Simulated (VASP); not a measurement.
# MgZn2TeSe2 (P4/mmm) in VASP: a series of runs

MgZn2TeSe2 is run at these levels: PBE; tasks: single point, relaxation of cell and atoms.

Everything below comes from runs of VASP 6.6.1. Logs are shortened: lines on timing, memory, paths and dates and some standing lists are left out, and cuts for length are marked.

## 1. The cell of the first run

Symmetry: P4/mmm, No. 123, tetragonal system. The conventional cell has a = 4.561 Å, b = 4.561 Å, c = 6.046 Å, α = 90.00°, β = 90.00°, γ = 90.00°. Mg (site symmetry 4/mmm) has 2 Te at 3.02 Å and 8 Se at 3.51 Å and 8 Zn at 3.79 Å within 4.0 Å. Within 3.0 Å of Zn (site symmetry mmm) lie 2 Te at 2.28 Å and 4 Se at 2.81 Å. Te (site symmetry 4/mmm) has 4 Zn at 2.28 Å and 2 Mg at 3.02 Å within 3.1 Å. Se (site symmetry 4mm) has 2 Se at 2.77 to 3.28 Å and 4 Zn at 2.81 Å and 4 Mg at 3.51 Å and 4 Te at 3.62 Å within 3.7 Å.

The cell was generated, and may not be a known phase.

## 2. Single point, PBE

INCAR

```
SYSTEM = MgZn2TeSe2
PREC = Accurate
ENCUT = 520
EDIFF = 1E-6
ISMEAR = 0
SIGMA = 0.1
LREAL = .FALSE.
LASPH = .TRUE.
NELM = 80
ALGO = Normal
ISIF = 2
LWAVE = .FALSE.
LCHARG = .FALSE.
GGA = PE
NBANDS = 31
```

KPOINTS

```
Automatic mesh
0
G
  4 4 4
  0 0 0
```

POSCAR

```
MgZn2TeSe2
1.0
    4.5608974400      0.0000000000      0.0000000000
    0.0000000000      4.5608974400      0.0000000000
    0.0000000000      0.0000000000      6.0462812800
Mg Zn Te Se
1 2 1 2
Direct
    0.0000000000      0.0000000000      0.5000000000
    0.0000000000      0.5000000000      0.0000000000
    0.5000000000      0.0000000000      0.0000000000
    0.0000000000      0.0000000000      0.0000000000
    0.5000000000      0.5000000000      0.2710129900
    0.5000000000      0.5000000000      0.7289870100
```

Potentials or basis: VASP PAW PBE potentials, release 64 (Mg, Zn, Te, Se).

Run with:

```bash
$ cat potpaw_PBE.64/Mg/POTCAR potpaw_PBE.64/Zn/POTCAR potpaw_PBE.64/Te/POTCAR potpaw_PBE.64/Se/POTCAR > POTCAR
$ mpirun -np 1 vasp_std > vasp.out
```

OUTCAR:

```text
SYSTEM = MgZn2TeSe2
   PREC = Accurate
   ENCUT = 520
   EDIFF = 1E-6
   ISMEAR = 0
   LREAL = .FALSE.
   LASPH = .TRUE.
   NELM = 80
   ISIF = 2
   GGA = PE

 ion  position               nearest neighbor table
   1  0.000  0.000  0.500-   4 3.02   4 3.02
   2  0.000  0.500  0.000-   4 2.28   4 2.28   6 2.81   5 2.81   5 2.81   6 2.81
   3  0.500  0.000  0.000-   4 2.28   4 2.28   6 2.81   5 2.81   6 2.81   5 2.81
   4  0.000  0.000  0.000-   2 2.28   3 2.28   2 2.28   3 2.28   1 3.02   1 3.02
   5  0.500  0.500  0.271-   6 2.77   3 2.81   2 2.81   3 2.81   2 2.81
   6  0.500  0.500  0.729-   5 2.77   3 2.81   2 2.81   3 2.81   2 2.81

  LATTYP: Found a simple tetragonal cell.
 ALAT       =     4.5608974400
 C/A-ratio  =     1.3256779745

  Lattice vectors:

 A1 = (   4.5608974400,   0.0000000000,   0.0000000000)
 A2 = (   0.0000000000,   4.5608974400,   0.0000000000)
 A3 = (   0.0000000000,   0.0000000000,   6.0462812800)

Analysis of symmetry for initial positions (statically):
=====================================================================
 Subroutine PRICEL returns:
 Original cell was already a primitive cell.

 Routine SETGRP: Setting up the symmetry group for a
 simple tetragonal supercell.

 Subroutine GETGRP returns: Found 16 space group operations
 (whereof 16 operations were pure point group operations)
 out of a pool of 16 trial point group operations.

The static configuration has the point symmetry D_4h.

Analysis of symmetry for dynamics (positions and initial velocities):
=====================================================================
 Subroutine PRICEL returns:
 Original cell was already a primitive cell.

 Routine SETGRP: Setting up the symmetry group for a
 simple tetragonal supercell.

 Subroutine GETGRP returns: Found 16 space group operations
 (whereof 16 operations were pure point group operations)
 out of a pool of 16 trial point group operations.

The dynamic configuration has the point symmetry D_4h.

 Subroutine INISYM returns: Found 16 space group operations
 (whereof 16 operations are pure point group operations),
 and found     1 'primitive' translations

----------------------------------------------------------------------------------------

                                     Primitive cell

  volume of cell :     125.7734

  direct lattice vectors                    reciprocal lattice vectors
     4.560897440  0.000000000  0.000000000     0.219255095  0.000000000  0.000000000
     0.000000000  4.560897440  0.000000000     0.000000000  0.219255095  0.000000000
     0.000000000  0.000000000  6.046281280     0.000000000  0.000000000  0.165390916

  length of vectors
     4.560897440  4.560897440  6.046281280     0.219255095  0.219255095  0.165390916

  position of ions in fractional coordinates (direct lattice)
     0.000000000  0.000000000  0.500000000
     0.000000000  0.500000000  0.000000000
     0.500000000  0.000000000  0.000000000
     0.000000000  0.000000000  0.000000000
     0.500000000  0.500000000  0.271012990
     0.500000000  0.500000000  0.728987010

  ion indices of the primitive-cell ions
   primitive index   ion index
                 1           1
                 2           2
                 3           3
                 4           4
                 5           5
                 6           6

----------------------------------------------------------------------------------------

 KPOINTS: Automatic mesh

Automatic generation of k-mesh.
 Grid dimensions read from file:
 generate k-points for:    4    4    4

 Generating k-lattice:

  Cartesian coordinates                     Fractional coordinates (reciprocal lattice)
     0.054813774  0.000000000  0.000000000     0.250000000  0.000000000  0.000000000
     0.000000000  0.054813774  0.000000000     0.000000000  0.250000000  0.000000000
     0.000000000  0.000000000  0.041347729     0.000000000  0.000000000  0.250000000

  Length of vectors
     0.054813774  0.054813774  0.041347729

  Shift w.r.t. Gamma in fractional coordinates (k-lattice)
     0.000000000  0.000000000  0.000000000

 Subroutine IBZKPT returns following result:
 ===========================================

 Found     18 irreducible k-points:

 Following reciprocal coordinates:
            Coordinates               Weight
  0.000000  0.000000  0.000000      1.000000
  0.250000  0.000000  0.000000      4.000000
  0.500000  0.000000  0.000000      2.000000
  0.250000  0.250000  0.000000      4.000000
  0.500000  0.250000  0.000000      4.000000
  0.500000  0.500000  0.000000      1.000000
[... 10 lines left out ...]
  0.500000  0.250000  0.500000      4.000000
  0.500000  0.500000  0.500000      1.000000
   k-points           NKPTS =     18   k-points in BZ     NKDIM =     18   number of bands    NBANDS=     31
   number of dos      NEDOS =    301   number of ions     NIONS =      6
   total plane-waves  NPLWV =  62208
   dimension x,y,z NGX =    36 NGY =   36 NGZ =   48
   dimension x,y,z NGXF=    72 NGYF=   72 NGZF=   96
   ions per type =               1   2   1   2
   NGX,Y,Z   is equivalent  to a cutoff of  13.12, 13.12, 13.20 a.u.
   NGXF,Y,Z  is equivalent  to a cutoff of  26.24, 26.24, 26.40 a.u.
 SYSTEM =  MgZn2TeSe2
   PREC   = accura    normal or accurate (medium, high low for compatibility)
   ISTART =      0    job   : 0-new  1-cont  2-samecut
   ICHARG =      2    charge: 1-file 2-atom 10-const
   ISPIN  =      1    spin polarized calculation?
   LNONCOLLINEAR =      F non collinear calculations
   LSORBIT =      F    spin-orbit coupling
   LASPH  =      T    aspherical Exc in radial PAW
   ENCUT  =  520.0 eV  38.22 Ry    6.18 a.u.   8.48  8.48 11.24*2*pi/ulx,y,z
   NELM   =     80;   NELMIN=  2; NELMDL= -5     # of ELM steps
   EDIFF  = 0.1E-05   stopping-criterion for ELM
   LREAL  =      F    real-space projection
   EDIFFG = 0.1E-04   stopping-criterion for IOM
   NSW    =      0    number of steps for IOM
   IBRION =     -1    ionic relax: 0-MD 1-quasi-New 2-CG
   NFREE  =      0    steps in history (QN), initial steepest desc. (CG)
   ISIF   =      2    stress and relaxation
   ISYM   =      2    0-nonsym 1-usesym 2-fastsym
   POTIM  = 0.5000    time-step for ionic-motion
   TEBEG  =    0.0;   TEEND  =   0.0 temperature during run
   PSTRESS=    0.0 pullay stress
   NELECT =      44.0000    total number of electrons
   NUPDOWN=      -1.0000    fix difference up-down
   EMIN   =  10.00;   EMAX   =-10.00  energy-range for DOS
   EFERMI =   0.00;   METHOD = LEGACY
   ISMEAR =     0;   SIGMA  =   0.10  broadening in eV -4-tet -1-fermi 0-gaus
   EFERMI_NEDOS =   21; number of points for ismear=-14 and -15
   IALGO  =     38    algorithm
   IMIX   =      4    mixing-type and parameters
     AMIX     =   0.40;   BMIX     =  1.00
     AMIX_MAG =   1.60;   BMIX_MAG =  1.00
  volume/ion in A,a.u.               =      20.96       141.46
  Fermi-wavevector in a.u.,A,eV,Ry     =   1.153531  2.179858 18.104383  1.330635
  Thomas-Fermi vector in A             =   2.290175
   LORBIT       =      0    0 simple, 1 ext, 2 COOP (PROOUT), +10 PAW based schemes
   GGA     = PE    functional components
   LHFCALC =     F    Hartree Fock is set to
   AEXX    =    0.0000 exact exchange contribution
   IVDW    =     0    specifies the selected vdW correction
   LEPSILON=     F    determine dielectric tensor
   LRPA    =     F    only Hartree local field effects (RPA)
 non-spin polarized calculation
 Gauss-broadening in eV      SIGMA  =   0.10
  energy-cutoff  :      520.00
  volume of cell :      125.77
 maximum number of plane-waves:      3406
 NGX is ok and might be reduce to    36
   NGX = 17   NGY = 17   NGZ = 23

 number of electron      44.0000032 magnetization

 Free energy of the ion-electron system (eV)
  ---------------------------------------------------
  ext. energy  EPLUGINS =         0.00000000
  ---------------------------------------------------
  free energy    TOTEN  =       -11.19081871 eV

  energy without entropy =      -11.17608551  energy(sigma->0) =      -11.18345211

 E-fermi :   5.0069     XC(G=0):  -9.9126

 val. band max:        4.9992868219   @ k =   0.5000   0.0000   0.2500
 cond. band min:       5.0475392104   @ k =   0.2500   0.0000   0.5000
 fundamental gap:      0.0482523885
 Fermi energy:         5.0069288805

 k-point     1 :       0.0000    0.0000    0.0000
  band No.  band energies     occupation
      1     -10.0852      2.00000
      2      -8.1648      2.00000
      3      -7.1561      2.00000
      4      -3.5166      2.00000
      5      -3.3325      2.00000
      6      -3.2877      2.00000
[... 23 lines left out ...]
     30      10.7969      0.00000
     31      11.2297      0.00000

 k-point     2 :       0.2500    0.0000    0.0000
  band No.  band energies     occupation
      1      -9.7465      2.00000
      2      -8.3065      2.00000
      3      -7.1168      2.00000
      4      -3.8413      2.00000
      5      -3.5109      2.00000
      6      -3.3626      2.00000
[... 23 lines left out ...]
     30      10.6149      0.00000
     31      10.7389      0.00000

 k-point     3 :       0.5000    0.0000    0.0000
  band No.  band energies     occupation
      1      -8.9653      2.00000
      2      -8.9026      2.00000
      3      -7.0764      2.00000
      4      -4.4675      2.00000
      5      -3.4953      2.00000
      6      -3.4510      2.00000
[... 23 lines left out ...]
     30       9.9764      0.00000
     31      11.1897      0.00000

 k-point     4 :       0.2500    0.2500    0.0000
  band No.  band energies     occupation
      1      -9.4291      2.00000
      2      -8.3340      2.00000
      3      -7.0892      2.00000
      4      -4.0944      2.00000
      5      -3.7198      2.00000
      6      -3.4756      2.00000
[... 23 lines left out ...]
     30       9.5859      0.00000
     31      12.6918      0.00000

 k-point     5 :       0.5000    0.2500    0.0000
  band No.  band energies     occupation
      1      -8.7882      2.00000
      2      -8.6624      2.00000
      3      -7.0613      2.00000
      4      -4.6143      2.00000
      5      -3.9558      2.00000
      6      -3.5620      2.00000
[... 23 lines left out ...]
     30      11.0284      0.00000
     31      12.1459      0.00000
[... 338 lines left out ...]
     30      11.3489      0.00000
     31      11.6258      0.00000

 k-point    16 :       0.2500    0.2500    0.5000
  band No.  band energies     occupation
      1      -9.2065      2.00000
      2      -8.2979      2.00000
      3      -7.6416      2.00000
      4      -4.0885      2.00000
      5      -3.7116      2.00000
      6      -3.4992      2.00000
[... 23 lines left out ...]
     30      10.7369      0.00000
     31      10.7479      0.00000

 k-point    17 :       0.5000    0.2500    0.5000
  band No.  band energies     occupation
      1      -8.6433      2.00000
      2      -8.2506      2.00000
      3      -7.9135      2.00000
      4      -4.5727      2.00000
      5      -3.9510      2.00000
      6      -3.5887      2.00000
[... 23 lines left out ...]
     30      10.5087      0.00000
     31      10.6958      0.00000

 k-point    18 :       0.5000    0.5000    0.5000
  band No.  band energies     occupation
      1      -8.2365      2.00000
      2      -8.2152      2.00000
      3      -7.7379      2.00000
      4      -4.7649      2.00000
      5      -4.7649      2.00000
      6      -3.6670      2.00000
[... 23 lines left out ...]
     30      10.7901      0.00000
     31      11.6742      0.00000

------------------------ aborting loop because EDIFF is reached ----------------------------------------

  FORCE on cell =-STRESS in cart. coord.  units (eV):
  Direction    XX          YY          ZZ          XY          YZ          ZX
  --------------------------------------------------------------------------------------
  -------------------------------------------------------------------------------------
  Total       21.0335054     21.0335054      3.6733082      0.0000000      0.0000000     -0.0000000
  in kB      267.9373637    267.9373637     46.7927953      0.0000000      0.0000000     -0.0000000
  external PRESSURE =     194.2225076 kB  Pullay stress =       0.0000000 kB

 VOLUME and BASIS-vectors are now :
 -----------------------------------------------------------------------------
  energy-cutoff  :      520.00
  volume of cell :      125.77
      direct lattice vectors                 reciprocal lattice vectors
     4.560897440  0.000000000  0.000000000     0.219255095  0.000000000  0.000000000
     0.000000000  4.560897440  0.000000000     0.000000000  0.219255095  0.000000000
     0.000000000  0.000000000  6.046281280     0.000000000  0.000000000  0.165390916

 POSITION                                       TOTAL-FORCE (eV/Angst)
 -----------------------------------------------------------------------------------
      0.00000      0.00000      3.02314         0.000000      0.000000      0.000000
      0.00000      2.28045      0.00000         0.000000      0.000000      0.000000
      2.28045      0.00000      0.00000         0.000000      0.000000      0.000000
      0.00000      0.00000      0.00000         0.000000      0.000000      0.000000
      2.28045      2.28045      1.63862         0.000000      0.000000      0.423844
      2.28045      2.28045      4.40766        -0.000000     -0.000000     -0.423844
 -----------------------------------------------------------------------------------
    total drift:                                0.000000      0.000000     -0.000000

  FREE ENERGIE OF THE ION-ELECTRON SYSTEM (eV)
  ---------------------------------------------------
  free  energy   TOTEN  =       -11.1908187125 eV

  energy  without entropy=      -11.1760855097  energy(sigma->0) =      -11.18345211
```

It took 65 s on 1 thread of Intel Xeon Platinum 8488C (Sapphire Rapids), shared host; peak memory 0.28 GiB.

What came out:

```
Free energy            : -11.1908 eV
Pressure               : 19.4 GPa
Largest force          : 0.424 eV/Å
Band gap on the k mesh : zero (bands 22 and 23 overlap by 1.46 eV)
```

Forces in eV/Å, atoms in the order of the input:
```
Mg   0.000  0.000  0.000
Zn   0.000  0.000  0.000
Zn   0.000  0.000  0.000
Te   0.000  0.000  0.000
Se   0.000  0.000  0.424
Se   0.000  0.000 -0.424
```

Stress tensor (GPa, compression positive):
```
26.79  0.00  0.00
 0.00 26.79  0.00
 0.00  0.00  4.68
```

Caveat: the stress differs along the axes, from 5 to 27 GPa; spin-orbit coupling is left out, which moves the levels of the heavy elements.

## 3. Single point, PBE

This run uses another cell than the first one, of 26.01 Å³/atom.

INCAR

```
  ALGO = Normal
  EDIFF = 1E-7
  ENCUT = 520
  GGA = PE
  ISIF = 2
  ISMEAR = 0
  LASPH = True
  LCHARG = True
  LELF = True
  LREAL = False
  LVHAR = True
  LWAVE = False
  NBANDS = 31
  NELM = 60
  PREC = Accurate
  SIGMA = 0.1
```

KPOINTS

```
k-points
0
Gamma
  4 4 4
```

POSCAR

```
MgZn2TeSe2
1.0
    5.2826703690      0.0000000000      0.0000000000
    0.0000000000      5.2826703690      0.0000000000
    0.0000000000      0.0000000000      5.5919629764
Mg Zn Te Se
1 2 1 2
Direct
    0.0000000000      0.0000000000      0.5000000000
    0.0000000000      0.5000000000      0.0000000000
    0.5000000000      0.0000000000      0.0000000000
    0.0000000000      0.0000000000      0.0000000000
    0.5000000000      0.5000000000      0.2489655670
    0.5000000000      0.5000000000      0.7510344330
```

Potentials or basis: VASP PAW PBE potentials, release 64 (Mg, Zn, Te, Se).

Run with:

```bash
$ cat potpaw_PBE.64/Mg/POTCAR potpaw_PBE.64/Zn/POTCAR potpaw_PBE.64/Te/POTCAR potpaw_PBE.64/Se/POTCAR > POTCAR
$ mpirun -np 1 vasp_std > vasp.out
```

It took 89 s on 1 thread of Intel Xeon Platinum 8488C (Sapphire Rapids), shared host; peak memory 0.31 GiB.

The run converged. Its results:

```
Free energy            : -13.9972 eV
Pressure               : 0.1 GPa
Largest force          : 0.011 eV/Å
Band gap on the k mesh : zero (bands 22 and 23 overlap by 2.12 eV)
```

Forces on the atoms (eV/Å):
```
Mg   0.000  0.000  0.000
Zn   0.000  0.000  0.000
Zn   0.000  0.000  0.000
Te   0.000  0.000  0.000
Se   0.000  0.000 -0.011
Se   0.000  0.000  0.011
```

Levels at points of the mesh, in eV from the Fermi level:
```tsv
k point	band 19	band 20	band 21	band 22	band 23	band 24	band 25	band 26
(0.00, 0.00, 0.00)	-2.39	-2.39	-1.32	-0.85	-0.85	-0.13	3.28	3.28
(0.50, 0.00, 0.00)	-3.56	-1.07	-1.06	-0.77	1.07	1.92	2.23	2.95
(0.50, 0.50, 0.00)	-1.87	-1.45	-1.45	-0.74	2.31	2.31	2.86	3.46
(0.00, 0.00, 0.50)	-2.13	-2.13	-1.88	-1.88	-1.58	-0.02	1.76	1.82
(0.50, 0.00, 0.50)	-2.09	-1.98	-1.55	-1.45	0.08	1.33	2.14	2.53
(0.50, 0.50, 0.50)	-1.91	-1.35	-0.68	-0.68	2.56	2.62	2.62	3.30
```

Caveat: spin-orbit coupling is left out, which moves the levels of the heavy elements.

(Part 1 of 2 ends here.)

The gap in the log of VASP goes by the Fermi energy; the results here count the filled bands.